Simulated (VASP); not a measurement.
# Pt (P6_3/mmc) in VASP: further runs

Pt is run at these levels: LDA; tasks: single point.

All numbers are computed with VASP 6.6.1; they aren't measurements. Logs are shortened: lines on timing, memory, paths and dates and some standing lists are left out, and cuts for length are marked.

## 1. The cell of the first run

It takes space group P6_3/mmc (No. 194, hexagonal). Conventional cell: a = 2.667 Å, b = 2.667 Å, c = 4.605 Å, α = 90.00°, β = 90.00°, γ = 120.00°. Within 3.5 Å of Pt (site symmetry -6m2) lie 12 Pt at 2.67 to 2.77 Å.

## 2. Single point, LDA, collinear spin, ferromagnetic start

The input, INCAR:

```
SYSTEM = Pt
ALGO     = Fast           ! electronic algorithm
EDIFF    = 1E-6           ! SCF threshold, eV
ENCUT    = 520            ! plane-wave cutoff, eV
ISIF     = 2              ! what is computed and relaxed
ISMEAR   = 0              ! smearing method
ISPIN    = 2              ! spin polarisation
LASPH    = .True.         ! aspherical terms in the spheres
LCHARG   = .False.        ! write CHGCAR
LMAXMIX  = 4              ! l up to which the mixer works
LORBIT   = 11             ! projections on sites
LREAL    = .False.        ! projectors in reciprocal space
LWAVE    = .False.        ! write WAVECAR
MAGMOM   = 0.35 0.35      ! initial moments
NBANDS   = 21             ! bands
NELM     = 150            ! most SCF steps
NUPDOWN  = 0.7            ! fixed moment
PREC     = Accurate       ! precision mode
SIGMA    = 0.15           ! smearing width, eV
```

The input, KPOINTS:

```
k-points
0
Gamma
  21 21 10
  0 0 0
```

The input, POSCAR:

```
Pt
1.0
    2.6670688980      0.0000000000      0.0000000000
   -1.3335344490      2.3097494193      0.0000000000
    0.0000000000      0.0000000000      4.6053244732
Pt
2
Direct
    0.6666666667      0.3333333333      0.7500000000
    0.3333333333      0.6666666667      0.2500000000
```

Potentials or basis: VASP PAW LDA potentials, release 64 (Pt).

Launch:

```sh
$ cat potpaw_LDA.64/Pt/POTCAR > POTCAR
$ mpirun -np 1 vasp_std > vasp.out
```

OUTCAR:

```text
SYSTEM = Pt
   EDIFF = 1E-6
   ENCUT = 520
   ISIF = 2
   ISMEAR = 0
   ISPIN = 2
   LASPH = .True.
   LORBIT = 11
   LREAL = .False.
   NELM = 150
   NUPDOWN = 0.7
   PREC = Accurate

 ion  position               nearest neighbor table
   1  0.667  0.333  0.750-   2 2.77   2 2.77   2 2.77   2 2.77   2 2.77   2 2.77
   2  0.333  0.667  0.250-   1 2.77   1 2.77   1 2.77   1 2.77   1 2.77   1 2.77

  LATTYP: Found a hexagonal cell.
 ALAT       =     2.6670688980
 C/A-ratio  =     1.7267362222

  Lattice vectors:

 A1 = (   2.6670688980,   0.0000000000,   0.0000000000)
 A2 = (  -1.3335344490,   2.3097494193,   0.0000000000)
 A3 = (   0.0000000000,   0.0000000000,   4.6053244732)

Analysis of symmetry for initial positions (statically):
=====================================================================
 Subroutine PRICEL returns:
 Original cell was already a primitive cell.

 Routine SETGRP: Setting up the symmetry group for a
 hexagonal supercell.

 Subroutine GETGRP returns: Found 24 space group operations
 (whereof 12 operations were pure point group operations)
 out of a pool of 24 trial point group operations.

The static configuration has the point symmetry D_3d.
 The point group associated with its full space group is D_6h.

Analysis of symmetry for dynamics (positions and initial velocities):
=====================================================================
 Subroutine PRICEL returns:
 Original cell was already a primitive cell.

 Routine SETGRP: Setting up the symmetry group for a
 hexagonal supercell.

 Subroutine GETGRP returns: Found 24 space group operations
 (whereof 12 operations were pure point group operations)
 out of a pool of 24 trial point group operations.

The dynamic configuration has the point symmetry D_3d.
 The point group associated with its full space group is D_6h.

Analysis of structural, dynamic, and magnetic symmetry:
=====================================================================
 Subroutine PRICEL returns:
 Original cell was already a primitive cell.

 Routine SETGRP: Setting up the symmetry group for a
 hexagonal supercell.

 Subroutine GETGRP returns: Found 24 space group operations
 (whereof 12 operations were pure point group operations)
 out of a pool of 24 trial point group operations.

The overall configuration has the point symmetry D_3d.
 The point group associated with its full space group is D_6h.

 Subroutine INISYM returns: Found 24 space group operations
 (whereof 12 operations are pure point group operations),
 and found     1 'primitive' translations

----------------------------------------------------------------------------------------

                                     Primitive cell

  volume of cell :      28.3700

  direct lattice vectors                    reciprocal lattice vectors
     2.667068898  0.000000000  0.000000000     0.374943445  0.216473699  0.000000000
    -1.333534449  2.309749419  0.000000000     0.000000000  0.432947398  0.000000000
     0.000000000  0.000000000  4.605324473     0.000000000  0.000000000  0.217139966

  length of vectors
     2.667068898  2.667068898  4.605324473     0.432947398  0.432947398  0.217139966

  position of ions in fractional coordinates (direct lattice)
     0.666666667  0.333333333  0.750000000
     0.333333333  0.666666667  0.250000000

  ion indices of the primitive-cell ions
   primitive index   ion index
                 1           1
                 2           2

----------------------------------------------------------------------------------------

 KPOINTS: k-points

Automatic generation of k-mesh.
 Grid dimensions read from file:
 generate k-points for:   21   21   10

 Generating k-lattice:

  Cartesian coordinates                     Fractional coordinates (reciprocal lattice)
     0.017854450  0.010308271  0.000000000     0.047619048  0.000000000  0.000000000
     0.000000000  0.020616543  0.000000000     0.000000000  0.047619048  0.000000000
     0.000000000  0.000000000  0.021713997     0.000000000  0.000000000  0.100000000

  Length of vectors
     0.020616543  0.020616543  0.021713997

  Shift w.r.t. Gamma in fractional coordinates (k-lattice)
     0.000000000  0.000000000  0.000000000

 Subroutine IBZKPT returns following result:
 ===========================================

 Found    288 irreducible k-points:

 Following reciprocal coordinates:
            Coordinates               Weight
  0.000000  0.000000  0.000000      1.000000
  0.047619  0.000000  0.000000      6.000000
  0.095238  0.000000  0.000000      6.000000
  0.142857  0.000000  0.000000      6.000000
  0.190476  0.000000  0.000000      6.000000
  0.238095  0.000000  0.000000      6.000000
[... 16 lines left out ...]
  0.142857  0.095238  0.000000     12.000000
  0.190476  0.095238  0.000000     12.000000
 [... further k-points ...]
   k-points           NKPTS =    288   k-points in BZ     NKDIM =    288   number of bands    NBANDS=     21
   number of dos      NEDOS =    301   number of ions     NIONS =      2
   total plane-waves  NPLWV =  14400
   dimension x,y,z NGX =    20 NGY =   20 NGZ =   36
   dimension x,y,z NGXF=    40 NGYF=   40 NGZF=   72
   ions per type =               2
   NGX,Y,Z   is equivalent  to a cutoff of  12.47, 12.47, 13.00 a.u.
   NGXF,Y,Z  is equivalent  to a cutoff of  24.93, 24.93, 25.99 a.u.
 SYSTEM =  Pt
   PREC   = accura    normal or accurate (medium, high low for compatibility)
   ISTART =      0    job   : 0-new  1-cont  2-samecut
   ICHARG =      2    charge: 1-file 2-atom 10-const
   ISPIN  =      2    spin polarized calculation?
   LNONCOLLINEAR =      F non collinear calculations
   LSORBIT =      F    spin-orbit coupling
   LASPH  =      T    aspherical Exc in radial PAW
   ENCUT  =  520.0 eV  38.22 Ry    6.18 a.u.   4.96  4.96  8.56*2*pi/ulx,y,z
   NELM   =    150;   NELMIN=  2; NELMDL= -5     # of ELM steps
   EDIFF  = 0.1E-05   stopping-criterion for ELM
   LREAL  =      F    real-space projection
   EDIFFG = 0.1E-04   stopping-criterion for IOM
   NSW    =      0    number of steps for IOM
   IBRION =     -1    ionic relax: 0-MD 1-quasi-New 2-CG
   NFREE  =      0    steps in history (QN), initial steepest desc. (CG)
   ISIF   =      2    stress and relaxation
   ISYM   =      2    0-nonsym 1-usesym 2-fastsym
   POTIM  = 0.5000    time-step for ionic-motion
   TEBEG  =    0.0;   TEEND  =   0.0 temperature during run
   PSTRESS=    0.0 pullay stress
   NELECT =      20.0000    total number of electrons
   NUPDOWN=       0.7000    fix difference up-down
   EMIN   =  10.00;   EMAX   =-10.00  energy-range for DOS
   EFERMI =   0.00;   METHOD = LEGACY
   ISMEAR =     0;   SIGMA  =   0.15  broadening in eV -4-tet -1-fermi 0-gaus
   EFERMI_NEDOS =   21; number of points for ismear=-14 and -15
   IALGO  =     68    algorithm
   IMIX   =      4    mixing-type and parameters
     AMIX     =   0.40;   BMIX     =  1.00
     AMIX_MAG =   1.60;   BMIX_MAG =  1.00
  volume/ion in A,a.u.               =      14.19        95.73
  Fermi-wavevector in a.u.,A,eV,Ry     =   1.457018  2.753366 28.883846  2.122903
  Thomas-Fermi vector in A             =   2.573869
   LORBIT       =     11    0 simple, 1 ext, 2 COOP (PROOUT), +10 PAW based schemes
   GGA     = CA    functional components
   LHFCALC =     F    Hartree Fock is set to
   AEXX    =    0.0000 exact exchange contribution
   IVDW    =     0    specifies the selected vdW correction
   LEPSILON=     F    determine dielectric tensor
   LRPA    =     F    only Hartree local field effects (RPA)
 spin polarized calculation
 RMM-DIIS sequential band-by-band and
 Gauss-broadening in eV      SIGMA  =   0.15
  energy-cutoff  :      520.00
  volume of cell :       28.37
 maximum number of plane-waves:       783
 NGX is ok and might be reduce to    20
   NGX =  9   NGY =  9   NGZ = 17

 number of electron      19.9999999 magnetization       0.7000000

 Free energy of the ion-electron system (eV)
  ---------------------------------------------------
  ext. energy  EPLUGINS =         0.00000000
  ---------------------------------------------------
  free energy    TOTEN  =       -14.78948617 eV

  energy without entropy =      -14.75632870  energy(sigma->0) =      -14.77290743

 E-fermi :  12.2542     XC(G=0): -14.0403

 val. band max:       12.4842108821   @ k =   0.0476   0.0000   0.1000
 cond. band min:      12.2582342333   @ k =   0.4762   0.0000   0.4000
 fundamental gap:     -0.2259766487
 Fermi energy:        12.4864037432

 spin component 1

 k-point     1 :       0.0000    0.0000    0.0000
  band No.  band energies     occupation
      1       1.3823      1.00000
      2       4.0934      1.00000
      3       7.5701      1.00000
      4       8.1807      1.00000
      5       8.1807      1.00000
      6       8.6312      1.00000
[... 13 lines left out ...]
     20      35.0510      0.00000
     21      36.6204      0.00000
[... 529 lines left out ...]
 k-point    24 :       0.1905    0.0952    0.0000
  band No.  band energies     occupation
      1       3.5969      1.00000
      2       5.6744      1.00000
      3       6.9779      1.00000
      4       7.1563      1.00000
      5       7.8066      1.00000
      6       8.6427      1.00000
[... 13 lines left out ...]
     20      34.3943      0.00000
     21      35.4488      0.00000

 [... further k-points ...]

 spin component 2

 k-point     1 :       0.0000    0.0000    0.0000
  band No.  band energies     occupation
      1       1.4607      1.00000
      2       4.2318      1.00000
      3       7.7703      1.00000
      4       8.3695      1.00000
      5       8.3695      1.00000
      6       8.8246      1.00000
[... 13 lines left out ...]
     20      35.1369      0.00000
     21      36.6806      0.00000
[... 529 lines left out ...]
 k-point    24 :       0.1905    0.0952    0.0000
  band No.  band energies     occupation
      1       3.6813      1.00000
      2       5.8302      1.00000
      3       7.1466      1.00000
      4       7.3024      1.00000
      5       7.9856      1.00000
      6       8.8247      1.00000
[... 13 lines left out ...]
     20      34.4892      0.00000
     21      35.5576      0.00000

 [... further k-points ...]

------------------------ aborting loop because EDIFF is reached ----------------------------------------

  FORCE on cell =-STRESS in cart. coord.  units (eV):
  Direction    XX          YY          ZZ          XY          YZ          ZX
  --------------------------------------------------------------------------------------
  -------------------------------------------------------------------------------------
  Total        3.4419802      3.4419802      2.4511425     -0.0000000      0.0000000      0.0000000
  in kB      194.3835959    194.3835959    138.4266804     -0.0000000      0.0000000      0.0000000
  external PRESSURE =     175.7312907 kB  Pullay stress =       0.0000000 kB

 VOLUME and BASIS-vectors are now :
 -----------------------------------------------------------------------------
  energy-cutoff  :      520.00
  volume of cell :       28.37
      direct lattice vectors                 reciprocal lattice vectors
     2.667068898  0.000000000  0.000000000     0.374943445  0.216473699  0.000000000
    -1.333534449  2.309749419  0.000000000     0.000000000  0.432947398  0.000000000
     0.000000000  0.000000000  4.605324473     0.000000000  0.000000000  0.217139966

 POSITION                                       TOTAL-FORCE (eV/Angst)
 -----------------------------------------------------------------------------------
      1.33353      0.76992      3.45399         0.000000     -0.000000      0.000000
     -0.00000      1.53983      1.15133        -0.000000      0.000000      0.000000
 -----------------------------------------------------------------------------------
    total drift:                               -0.000000      0.000000     -0.000000

  FREE ENERGIE OF THE ION-ELECTRON SYSTEM (eV)
  ---------------------------------------------------
  free  energy   TOTEN  =       -14.7894861650 eV

  energy  without entropy=      -14.7563286957  energy(sigma->0) =      -14.77290743

 total charge

# of ion       s       p       d       tot
------------------------------------------
    1        0.678   0.696   8.116   9.491
    2        0.678   0.696   8.116   9.491
--------------------------------------------------
tot          1.356   1.393  16.233  18.981

 magnetization (x)

# of ion       s       p       d       tot
------------------------------------------
    1        0.003   0.001   0.339   0.342
    2        0.003   0.001   0.339   0.342
--------------------------------------------------
tot          0.005   0.002   0.677   0.685
```

Wall time 2.3 min (1 thread of Intel Xeon Platinum 8488C (Sapphire Rapids), shared host); peak memory 0.32 GiB.

Results:

* Free energy: -14.7895 eV
* Pressure: 17.6 GPa
* Net moment: 0.70 μB per cell
* Site moments: Pt +0.34 μB
* Valence electrons inside the program's atomic spheres: Pt 9.49

Stress tensor (GPa, compression positive):
```
19.44  0.00  0.00
 0.00 19.44  0.00
 0.00  0.00 13.84
```

Caveat: spin-orbit coupling is left out, which moves the levels of the heavy elements; the total moment is fixed, so each spin has its own Fermi level.

## 3. Single point, LDA, collinear spin, ferromagnetic start

The input, INCAR:

```
SYSTEM = Pt
PREC     = Accurate       ! precision mode
ENCUT    = 520            ! plane-wave cutoff, eV
EDIFF    = 1E-6           ! SCF threshold, eV
ISMEAR   = 0              ! smearing method
SIGMA    = 0.15           ! smearing width, eV
LREAL    = .FALSE.        ! projectors in reciprocal space
LASPH    = .TRUE.         ! aspherical terms in the spheres
NELM     = 150            ! most SCF steps
ALGO     = Normal         ! electronic algorithm
ISIF     = 2              ! what is computed and relaxed
LWAVE    = .FALSE.        ! write WAVECAR
LCHARG   = .FALSE.        ! write CHGCAR
ISPIN    = 2              ! spin polarisation
MAGMOM   = 0.25 0.25      ! initial moments
LORBIT   = 11             ! projections on sites
NUPDOWN  = 0.5            ! fixed moment
LMAXMIX  = 4              ! l up to which the mixer works
GGA      = CA             ! functional
NBANDS   = 21             ! bands
```

The input, KPOINTS:

```
Automatic mesh
0
G
  21 21 10
  0 0 0
```

POSCAR is that of step 2.

Potentials or basis: VASP PAW LDA potentials, release 64 (Pt).

Launch:

```sh
$ cat potpaw_LDA.64/Pt/POTCAR > POTCAR
$ mpirun -np 1 vasp_std > vasp.out
```

Wall time 2.2 min (1 thread of Intel Xeon Platinum 8488C (Sapphire Rapids), shared host); peak memory 0.32 GiB.

It converged, with:

| Quantity | Value |
| --- | --- |
| Free energy | -14.8088 eV |
| Pressure | 17.2 GPa |
| Net moment | 0.50 μB per cell |
| Site moments | Pt +0.24 μB |
| Valence electrons inside the program's atomic spheres | Pt 9.49 |

Stress tensor (GPa, compression positive):
```
18.65  0.00  0.00
 0.00 18.65  0.00
 0.00  0.00 14.26
```

Caveat: spin-orbit coupling is left out, which moves the levels of the heavy elements; the total moment is fixed, so each spin has its own Fermi level.

## 4. Single point, LDA, collinear spin, ferromagnetic start

This run uses another cell than the first one, of 15.52 Å³/atom, 1.094 times its volume.

The input, INCAR:

```
SYSTEM = Pt
PREC = Accurate
ENCUT = 520
EDIFF = 1E-6
ISMEAR = 0
SIGMA = 0.15
LREAL = .False.
LASPH = .True.
NELM = 150
ALGO = Fast
ISIF = 2
LWAVE = .False.
LCHARG = .True.
ISPIN = 2
MAGMOM = 0.05 0.05
LORBIT = 11
NUPDOWN = 0.1
LMAXMIX = 4
LELF = .True.
LVHAR = .True.
NBANDS = 21
```

The input, KPOINTS:

```
regular mesh
0
Gamma
  21 21 10
  0 0 0
```

The input, POSCAR:

```
Pt
1.0
    2.7483013709      0.0000000000      0.0000000000
   -1.3741506854      2.3800988044      0.0000000000
    0.0000000000      0.0000000000      4.7455915265
Pt
2
Direct
    0.6666666667      0.3333333333      0.7500000000
    0.3333333333      0.6666666667      0.2500000000
```

Potentials or basis: VASP PAW LDA potentials, release 64 (Pt).

Launch:

```sh
$ cat potpaw_LDA.64/Pt/POTCAR > POTCAR
$ mpirun -np 1 vasp_std > vasp.out
```

OUTCAR:

```text
SYSTEM = Pt
   PREC = Accurate
   ENCUT = 520
   EDIFF = 1E-6
   ISMEAR = 0
   LREAL = .False.
   LASPH = .True.
   NELM = 150
   ISIF = 2
   ISPIN = 2
   LORBIT = 11
   NUPDOWN = 0.1

 ion  position               nearest neighbor table
   1  0.667  0.333  0.750-   2 2.85   2 2.85   2 2.85   2 2.85   2 2.85   2 2.85
   2  0.333  0.667  0.250-   1 2.85   1 2.85   1 2.85   1 2.85   1 2.85   1 2.85

  LATTYP: Found a hexagonal cell.
 ALAT       =     2.7483013709
 C/A-ratio  =     1.7267362221

  Lattice vectors:

 A1 = (   2.7483013709,   0.0000000000,   0.0000000000)
 A2 = (  -1.3741506854,   2.3800988044,   0.0000000000)
[... 1370 lines left out ...]

 VOLUME and BASIS-vectors are now :
 -----------------------------------------------------------------------------
  energy-cutoff  :      520.00
  volume of cell :       31.04
      direct lattice vectors                 reciprocal lattice vectors
     2.748301371  0.000000000  0.000000000     0.363861115  0.210075312  0.000000000
    -1.374150685  2.380098804  0.000000000     0.000000000  0.420150625  0.000000000
     0.000000000  0.000000000  4.745591527     0.000000000  0.000000000  0.210721887

 POSITION                                       TOTAL-FORCE (eV/Angst)
 -----------------------------------------------------------------------------------
      1.37415      0.79337      3.55919         0.000000      0.000000      0.000000
     -0.00000      1.58673      1.18640        -0.000000     -0.000000      0.000000
 -----------------------------------------------------------------------------------
    total drift:                               -0.000000      0.000000     -0.000000

  FREE ENERGIE OF THE ION-ELECTRON SYSTEM (eV)
  ---------------------------------------------------
  free  energy   TOTEN  =       -14.8554372618 eV

  energy  without entropy=      -14.8114384138  energy(sigma->0) =      -14.83343784

 total charge

# of ion       s       p       d       tot
------------------------------------------
    1        0.627   0.577   8.033   9.238
    2        0.627   0.577   8.033   9.238
--------------------------------------------------
tot          1.254   1.155  16.067  18.476

 magnetization (x)

# of ion       s       p       d       tot
------------------------------------------
    1        0.000  -0.000   0.049   0.049
    2        0.000  -0.000   0.049   0.049
--------------------------------------------------
tot          0.001  -0.000   0.098   0.098
```

Run time: 1.9 min. Hardware: 1 thread of Intel Xeon 6975P-C (Granite Rapids), shared host; peak memory 0.33 GiB.

Results:

- Free energy: -14.8554 eV
- Pressure: -11.0 GPa
- Net moment: 0.10 μB per cell
- Site moments: Pt +0.05 μB
- Valence electrons inside the program's atomic spheres: Pt 9.24

Caveat: spin-orbit coupling is left out, which moves the levels of the heavy elements; the total moment is fixed, so each spin has its own Fermi level.

## 5. Summary

| fixed moment (μB) | cell | pressure (GPa) | moment (μB) |
| --- | --- | --- | --- |
| 0.7 | a = 2.667, b = 2.667, c = 4.605 Å, angles 90.0, 90.0, 120.0°, 2 atoms | 17.6 | 0.70 |
| 0.5 | a = 2.667, b = 2.667, c = 4.605 Å, angles 90.0, 90.0, 120.0°, 2 atoms | 17.2 | 0.50 |
| 0.1 | a = 2.748, b = 2.748, c = 4.746 Å, angles 90.0, 90.0, 120.0°, 2 atoms | -11.0 | 0.10 |

Alike in all rows: task single point; level LDA; potentials or basis VASP PAW LDA potentials, release 64 (Pt); spin collinear, ferromagnetic start; k mesh 21 × 21 × 10; cutoff (eV) 520; smearing gaussian 0.15 eV.

Caveats: spin-orbit coupling is left out, which moves the levels of the heavy elements; the total moment is fixed, so each spin has its own Fermi level.

Absolute energies hang on the potentials; compare differences alone.
